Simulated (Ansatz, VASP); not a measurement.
**Two plane-wave programs on Cd**

```
Cd
1.0
     2.99245    0.00000    0.00000
    -1.49622    2.59153    0.00000
     0.00000    0.00000    5.36298
Cd
2
Direct
  0.33333 0.66667 0.25000
  0.66667 0.33333 0.75000
```

Alike in both runs: functional PBEsol; k mesh 14 × 14 × 8; occupations fermi-dirac, width 0.08 eV; no spin polarisation.

Ansatz relaxed the structure, and its values are those at the end. VASP's run is a single point on that final structure, the one shown.

|  | VASP | Ansatz |
| --- | --- | --- |
| version | VASP 6.6.1 | Ansatz 0.2.0 |
| potentials or method | VASP PAW PBE potentials, release 64 (Cd) | PAW with Ansatz's default frozen-core files, scalar-relativistic |
| plane-wave cutoff (eV) | 520 | 420 |
| valence electrons in the cell | 24 | 40 |

|  | VASP | Ansatz | Ansatz less VASP |
| --- | --- | --- | --- |
| pressure (GPa) | 0.4 | 0.0 | -0.38 |

VASP's potentials were made for PBE, not for PBEsol. VASP's potentials hold 24 valence electrons a cell and Ansatz's 40, so a difference there can come from the potentials and not from the codes.
